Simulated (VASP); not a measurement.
# Si (P6_3/mmc) in VASP: a series of runs

Si is run at these levels: LDA; tasks: relaxation of the atoms.

All numbers are computed with VASP 6.6.1; they aren't measurements. Logs are shortened: lines on timing, memory, paths and dates and some standing lists are left out, and cuts for length are marked.

## 1. The cell of the first run

The structure is hexagonal, space group P6_3/mmc (No. 194). Conventional cell: a = 3.821 Å, b = 3.821 Å, c = 6.281 Å, α = 90.00°, β = 90.00°, γ = 120.00°. Within 3.1 Å of Si (site symmetry 3m) lie 4 Si at 2.34 to 2.36 Å.

## 2. Relaxation of the atoms, LDA (strained cell)

Contents of INCAR:

```
SYSTEM = Si
PREC = Accurate
ENCUT = 520
EDIFF = 1E-6
ISMEAR = 0
SIGMA = 0.02
LREAL = .FALSE.
LASPH = .TRUE.
NELM = 60
ALGO = Normal
ISIF = 2
LWAVE = .FALSE.
LCHARG = .FALSE.
GGA = CA
IBRION = 2
NSW = 60
EDIFFG = -0.002
```

Contents of KPOINTS:

```
regular mesh
0
G
  9 9 6
  0 0 0
```

Contents of POSCAR:

```
Si
1.0
    3.8211964665      0.0000000000      0.0000000000
   -1.9105982332      3.3092532128      0.0000000000
    0.0000000000      0.0000000000      6.2809789075
Si
4
Direct
    0.3333333333      0.6666666667     -0.0005202481
    0.6666666667      0.3333333333      0.4994797519
    0.3333333333      0.6666666667      0.3745202481
    0.6666666667      0.3333333333      0.8745202481
```

Potentials or basis: VASP PAW LDA potentials, release 64 (Si).

The run is started by

```bash
cat potpaw_LDA.64/Si/POTCAR > POTCAR
mpirun -np 1 vasp_std > vasp.out
```

OUTCAR:

```text
SYSTEM = Si
   PREC = Accurate
   ENCUT = 520
   EDIFF = 1E-6
   ISMEAR = 0
   LREAL = .FALSE.
   LASPH = .TRUE.
   NELM = 60
   ISIF = 2
   GGA = CA
   IBRION = 2
   NSW = 60
   EDIFFG = -0.002

 ion  position               nearest neighbor table
   1  0.333  0.667  0.999-   4 2.34   4 2.34   4 2.34   3 2.36
   2  0.667  0.333  0.499-   3 2.34   3 2.34   3 2.34   4 2.36
   3  0.333  0.667  0.375-   2 2.34   2 2.34   2 2.34   1 2.36
   4  0.667  0.333  0.875-   1 2.34   1 2.34   1 2.34   2 2.36

  LATTYP: Found a hexagonal cell.
 ALAT       =     3.8211964665
 C/A-ratio  =     1.6437204846

  Lattice vectors:

 A1 = (   3.8211964665,   0.0000000000,   0.0000000000)
 A2 = (  -1.9105982332,   3.3092532128,   0.0000000000)
 A3 = (   0.0000000000,   0.0000000000,   6.2809789075)

Analysis of symmetry for initial positions (statically):
=====================================================================
 Subroutine PRICEL returns:
 Original cell was already a primitive cell.

 Routine SETGRP: Setting up the symmetry group for a
 hexagonal supercell.

 Subroutine GETGRP returns: Found 24 space group operations
 (whereof  6 operations were pure point group operations)
 out of a pool of 24 trial point group operations.

The static configuration has the point symmetry C_3v.
 The point group associated with its full space group is D_6h.

Analysis of symmetry for dynamics (positions and initial velocities):
=====================================================================
 Subroutine PRICEL returns:
 Original cell was already a primitive cell.

 Routine SETGRP: Setting up the symmetry group for a
 hexagonal supercell.

 Subroutine GETGRP returns: Found 24 space group operations
 (whereof  6 operations were pure point group operations)
 out of a pool of 24 trial point group operations.

The dynamic configuration has the point symmetry C_3v.
 The point group associated with its full space group is D_6h.

 Subroutine INISYM returns: Found 24 space group operations
 (whereof  6 operations are pure point group operations),
 and found     1 'primitive' translations

----------------------------------------------------------------------------------------

                                     Primitive cell

  volume of cell :      79.4249

  direct lattice vectors                    reciprocal lattice vectors
     3.821196466  0.000000000  0.000000000     0.261698138  0.151091490  0.000000000
    -1.910598233  3.309253213  0.000000000     0.000000000  0.302182981  0.000000000
     0.000000000  0.000000000  6.280978907     0.000000000  0.000000000  0.159210851

  length of vectors
     3.821196466  3.821196466  6.280978907     0.302182981  0.302182981  0.159210851

  position of ions in fractional coordinates (direct lattice)
     0.333333333  0.666666667  0.999479752
     0.666666667  0.333333333  0.499479752
     0.333333333  0.666666667  0.374520248
     0.666666667  0.333333333  0.874520248

  ion indices of the primitive-cell ions
   primitive index   ion index
                 1           1
                 2           2
                 3           3
                 4           4

----------------------------------------------------------------------------------------

 KPOINTS: regular mesh

Automatic generation of k-mesh.
 Grid dimensions read from file:
 generate k-points for:    9    9    6

 Generating k-lattice:

  Cartesian coordinates                     Fractional coordinates (reciprocal lattice)
     0.029077571  0.016787943  0.000000000     0.111111111  0.000000000  0.000000000
     0.000000000  0.033575887  0.000000000     0.000000000  0.111111111  0.000000000
     0.000000000  0.000000000  0.026535142     0.000000000  0.000000000  0.166666667

  Length of vectors
     0.033575887  0.033575887  0.026535142

  Shift w.r.t. Gamma in fractional coordinates (k-lattice)
     0.000000000  0.000000000  0.000000000

 Subroutine IBZKPT returns following result:
 ===========================================

 Found     48 irreducible k-points:

 Following reciprocal coordinates:
            Coordinates               Weight
  0.000000  0.000000  0.000000      1.000000
  0.111111  0.000000  0.000000      6.000000
  0.222222  0.000000  0.000000      6.000000
  0.333333  0.000000  0.000000      6.000000
  0.444444  0.000000  0.000000      6.000000
  0.111111  0.111111  0.000000      6.000000
[... 16 lines left out ...]
  0.333333  0.222222  0.166667     24.000000
  0.333333  0.333333  0.166667      4.000000
 [... further k-points ...]
   k-points           NKPTS =     48   k-points in BZ     NKDIM =     48   number of bands    NBANDS=     12
   number of dos      NEDOS =    301   number of ions     NIONS =      4
   total plane-waves  NPLWV =  37632
   dimension x,y,z NGX =    28 NGY =   28 NGZ =   48
   dimension x,y,z NGXF=    56 NGYF=   56 NGZF=   96
   ions per type =               4
   NGX,Y,Z   is equivalent  to a cutoff of  12.18, 12.18, 12.70 a.u.
   NGXF,Y,Z  is equivalent  to a cutoff of  24.36, 24.36, 25.41 a.u.
 SYSTEM =  Si
   PREC   = accura    normal or accurate (medium, high low for compatibility)
   ISTART =      0    job   : 0-new  1-cont  2-samecut
   ICHARG =      2    charge: 1-file 2-atom 10-const
   ISPIN  =      1    spin polarized calculation?
   LNONCOLLINEAR =      F non collinear calculations
   LSORBIT =      F    spin-orbit coupling
   LASPH  =      T    aspherical Exc in radial PAW
   ENCUT  =  520.0 eV  38.22 Ry    6.18 a.u.   7.10  7.10 11.68*2*pi/ulx,y,z
   NELM   =     60;   NELMIN=  2; NELMDL= -5     # of ELM steps
   EDIFF  = 0.1E-05   stopping-criterion for ELM
   LREAL  =      F    real-space projection
   EDIFFG = -.2E-02   stopping-criterion for IOM
   NSW    =     60    number of steps for IOM
   IBRION =      2    ionic relax: 0-MD 1-quasi-New 2-CG
   NFREE  =      1    steps in history (QN), initial steepest desc. (CG)
   ISIF   =      2    stress and relaxation
   ISYM   =      2    0-nonsym 1-usesym 2-fastsym
   POTIM  = 0.5000    time-step for ionic-motion
   TEBEG  =    0.0;   TEEND  =   0.0 temperature during run
   PSTRESS=    0.0 pullay stress
   NELECT =      16.0000    total number of electrons
   NUPDOWN=      -1.0000    fix difference up-down
   EMIN   =  10.00;   EMAX   =-10.00  energy-range for DOS
   EFERMI =   0.00;   METHOD = LEGACY
   ISMEAR =     0;   SIGMA  =   0.02  broadening in eV -4-tet -1-fermi 0-gaus
   EFERMI_NEDOS =   21; number of points for ismear=-14 and -15
   IALGO  =     38    algorithm
   IMIX   =      4    mixing-type and parameters
     AMIX     =   0.40;   BMIX     =  1.00
     AMIX_MAG =   1.60;   BMIX_MAG =  1.00
  volume/ion in A,a.u.               =      19.86       134.00
  Fermi-wavevector in a.u.,A,eV,Ry     =   0.959686  1.813544 12.530934  0.920998
  Thomas-Fermi vector in A             =   2.088904
   LORBIT       =      0    0 simple, 1 ext, 2 COOP (PROOUT), +10 PAW based schemes
   GGA     = CA    functional components
   LHFCALC =     F    Hartree Fock is set to
   AEXX    =    0.0000 exact exchange contribution
   IVDW    =     0    specifies the selected vdW correction
   LEPSILON=     F    determine dielectric tensor
   LRPA    =     F    only Hartree local field effects (RPA)
 conjugate gradient relaxation of ions
 non-spin polarized calculation
 Gauss-broadening in eV      SIGMA  =   0.02
  energy-cutoff  :      520.00
  volume of cell :       79.42
 maximum number of plane-waves:      2164
   NGX = 15   NGY = 15   NGZ = 23

--------------------------------------- Ionic step        1  -------------------------------------------

 number of electron      15.9999998 magnetization

 Free energy of the ion-electron system (eV)
  ---------------------------------------------------
  ext. energy  EPLUGINS =         0.00000000
  ---------------------------------------------------
  free energy    TOTEN  =       -23.79570725 eV

  energy without entropy =      -23.79570725  energy(sigma->0) =      -23.79570725

------------------------ aborting loop because EDIFF is reached ----------------------------------------

  FORCE on cell =-STRESS in cart. coord.  units (eV):
  Direction    XX          YY          ZZ          XY          YZ          ZX
  --------------------------------------------------------------------------------------
  -------------------------------------------------------------------------------------
  Total       -0.5347627     -0.5347627     -0.0630767     -0.0000000      0.0000000      0.0000000
  in kB      -10.7873552    -10.7873552     -1.2723966     -0.0000000      0.0000000      0.0000000
  external PRESSURE =      -7.6157023 kB  Pullay stress =       0.0000000 kB
[... 61 lines left out ...]
  energy  without entropy=      -23.7957340226  energy(sigma->0) =      -23.79573402

--------------------------------------- Ionic step        3  -------------------------------------------

 number of electron      15.9999998 magnetization

 Free energy of the ion-electron system (eV)
  ---------------------------------------------------
  ext. energy  EPLUGINS =         0.00000000
  ---------------------------------------------------
  free energy    TOTEN  =       -23.79573609 eV

  energy without entropy =      -23.79573609  energy(sigma->0) =      -23.79573609

 E-fermi :   6.1935     XC(G=0):  -9.6320

 val. band max:        6.1003031419   @ k =   0.0000   0.0000   0.0000
 cond. band min:       6.4081677003   @ k =   0.4444   0.0000   0.0000
 fundamental gap:      0.3078645584
 Fermi energy:         6.1935268255

 k-point     1 :       0.0000    0.0000    0.0000
  band No.  band energies     occupation
      1      -6.1745      2.00000
      2      -3.8232      2.00000
      3      -1.1800      2.00000
      4       4.5442      2.00000
      5       4.5442      2.00000
      6       5.7913      2.00000
      7       6.1003      2.00000
      8       6.1003      2.00000
      9       7.0095      0.00000
     10       8.0400      0.00000
     11       8.0400      0.00000
     12       8.5012      0.00000
[... 331 lines left out ...]
 k-point    24 :       0.3333    0.3333    0.1667
  band No.  band energies     occupation
      1      -2.9337      2.00000
      2      -2.9337      2.00000
      3      -0.7210      2.00000
      4      -0.7210      2.00000
      5       0.8965      2.00000
      6       2.5120      2.00000
      7       2.8502      2.00000
      8       2.8502      2.00000
      9       7.2116      0.00000
     10       9.8410      0.00000
     11       9.8410      0.00000
     12      11.3883      0.00000

 [... further k-points ...]
[... 5 lines left out ...]
  --------------------------------------------------------------------------------------
  -------------------------------------------------------------------------------------
  Total       -0.5531602     -0.5531602     -0.0299811     -0.0000000      0.0000000      0.0000000
  in kB      -11.1584743    -11.1584743     -0.6047849     -0.0000000      0.0000000      0.0000000
  external PRESSURE =      -7.6405778 kB  Pullay stress =       0.0000000 kB
[... 19 lines left out ...]
  FREE ENERGIE OF THE ION-ELECTRON SYSTEM (eV)
  ---------------------------------------------------
  free  energy   TOTEN  =       -23.7957360940 eV

  energy  without entropy=      -23.7957360940  energy(sigma->0) =      -23.79573609

 reached required accuracy - stopping structural energy minimisation
```

Wall time 21 s (1 thread of Intel Xeon 6975P-C (Granite Rapids), shared host); peak memory 0.17 GiB.

What came out:

```
Free energy               : -23.7957 eV
Energy gained by relaxing : 0.0 meV/atom
Ionic steps               : 3
Pressure after relaxing   : -0.8 GPa
Band gap on the k mesh    : 0.31 eV, indirect (least direct gap 0.91 eV)
```

Final structure:
```cif
data_structure
_symmetry_space_group_name_H-M 'P 1'
_symmetry_Int_Tables_number 1
_cell_length_a 3.8212
_cell_length_b 3.8212
_cell_length_c 6.2810
_cell_angle_alpha 90.000
_cell_angle_beta 90.000
_cell_angle_gamma 120.000
_cell_volume 79.42
loop_
_atom_site_label
_atom_site_type_symbol
_atom_site_fract_x
_atom_site_fract_y
_atom_site_fract_z
_atom_site_occupancy
Si1 Si 0.33333 0.66667 0.99960 1
Si2 Si 0.66667 0.33333 0.49960 1
Si3 Si 0.33333 0.66667 0.37440 1
Si4 Si 0.66667 0.33333 0.87440 1
```

Levels at points of the mesh, in eV from the valence-band top:
| k point | band 6 | band 7 | band 8 | band 9 | band 10 | band 11 |
| --- | --- | --- | --- | --- | --- | --- |
| (0.00, 0.00, 0.00) | -0.31 | 0.00 | 0.00 | 0.91 | 1.94 | 1.94 |
| (0.00, 0.00, 0.50) | -0.95 | -0.95 | -0.95 | 1.71 | 1.71 | 2.93 |

Caveat: the cell differs from its parent crystal (strained cell). A k mesh can miss the band edges.

## 3. Relaxation of the atoms, LDA (strained cell)

Contents of INCAR:

```
PREC = Accurate ; ENCUT = 520
EDIFF = 1E-7 ; ISMEAR = 0
SIGMA = 0.02 ; LREAL = False
LASPH = True ; NELM = 80
ALGO = Normal ; ISIF = 2
LWAVE = False ; LCHARG = False
GGA = CA ; IBRION = 2
NSW = 60 ; EDIFFG = -0.002
```

Contents of KPOINTS:

```
Automatic mesh
0
Gamma
  9 9 6
```

Contents of POSCAR:

```
Si
1.0
    3.8211964665      0.0000000000      0.0000000000
   -1.9105982332      3.3092532128      0.0000000000
    0.0000000000      0.0000000000      6.2775371897
Si
4
Direct
    0.3333333333      0.6666666667     -0.0004025288
    0.6666666667      0.3333333333      0.4995974712
    0.3333333333      0.6666666667      0.3744025288
    0.6666666667      0.3333333333      0.8744025288
```

Potentials or basis: VASP PAW LDA potentials, release 64 (Si).

The run is started by

```bash
cat potpaw_LDA.64/Si/POTCAR > POTCAR
mpirun -np 1 vasp_std > vasp.out
```

Run time: 18 s. Hardware: 1 thread of Intel Xeon 6975P-C (Granite Rapids), shared host; peak memory 0.17 GiB.

It converged, with:

* Free energy: -23.7957 eV
* Energy gained by relaxing: 0.0 meV/atom
* Ionic steps: 2
* Pressure after relaxing: -0.7 GPa
* Band gap on the k mesh: 0.31 eV, indirect (least direct gap 0.91 eV)

Stress tensor (GPa, compression positive):
```
-1.09  0.00  0.00
 0.00 -1.09  0.00
 0.00  0.00  0.05
```

Final structure:
```xyz
4
Lattice="3.8212 0.0000 0.0000 -1.9106 3.3093 0.0000 0.0000 0.0000 6.2775" Properties=species:S:1:pos:R:3 pbc="T T T"
Si    0.0000    2.2062    6.2747
Si    1.9106    1.1031    3.1360
Si    0.0000    2.2062    2.3506
Si    1.9106    1.1031    5.4894
```

Levels at points of the mesh, in eV from the valence-band top:
```
           k point  band 5  band 6  band 7  band 8  band 9  band 10  band 11  band 12
(0.00, 0.00, 0.00)   -1.56   -0.30    0.00    0.00    0.91     1.94     1.94     2.41
(0.00, 0.00, 0.50)   -0.95   -0.95   -0.95   -0.95    1.71     1.71     2.93     2.93
```

Caveat: the cell differs from its parent crystal (strained cell). A k mesh can miss the band edges.
